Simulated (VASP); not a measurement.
Input of a VASP 6.6.1 run:

Contents of INCAR:

```
SYSTEM = HfMoC2
PREC = Accurate
ENCUT = 520
EDIFF = 1E-7
ISMEAR = -1
SIGMA = 0.05
LREAL = .FALSE.
LASPH = .TRUE.
NELM = 150
ALGO = Normal
ISIF = 2
LWAVE = .FALSE.
LCHARG = .FALSE.
LMAXMIX = 4
LDAU = .TRUE.
LDAUTYPE = 2
LDAUL = 2 2 -1
LDAUU = 2 2 0
LDAUJ = 0 0 0
LDAUPRINT = 1
GGA = PS
NBANDS = 24
```

KPOINTS

```
Automatic mesh
0
G
  8 8 6
  0 0 0
```

The input POSCAR:

```
HfMoC2
1.0
    3.1733720232      0.0000000000      0.0000000000
    0.0000000000      3.1733720232      0.0000000000
    0.0000000000      0.0000000000      4.4235489671
Hf Mo C
1 1 2
Direct
    0.0000000000      0.0000000000      0.0000000000
    0.5000000000      0.5000000000      0.5000000000
    0.5000000000      0.5000000000      0.0000000000
    0.0000000000      0.0000000000      0.5000000000
```

Potentials or basis: VASP PAW PBE potentials, release 64 (Hf_pv, Mo_sv, C).

Command:

```bash
$ cat potpaw_PBE.64/Hf_pv/POTCAR potpaw_PBE.64/Mo_sv/POTCAR potpaw_PBE.64/C/POTCAR > POTCAR
$ mpirun -np 1 vasp_std > vasp.out
```

Q: Predict the pressure.

A: 4.0 GPa.

Q: Estimate the band gap on the k mesh.

A: Zero (bands 16 and 17 overlap by 2.52 eV).

Eigenvalues of the final occupation matrices:
```
    site  spin  trace               eigenvalues
site 1 d     1   0.93  0.13 0.13 0.15 0.25 0.27
site 1 d     2   0.93  0.13 0.13 0.15 0.25 0.27
site 2 d     1   1.93  0.34 0.39 0.39 0.40 0.40
site 2 d     2   1.93  0.34 0.39 0.39 0.40 0.40
```

Caveat: the cell stands under pressure; the PAW data sets were made with another functional, which shifts forces and pressure a little; spin-orbit coupling is left out, which moves the levels of the heavy elements; U without spin polarisation on a metal has little footing; the U is typed as a test and isn't derived for this compound.
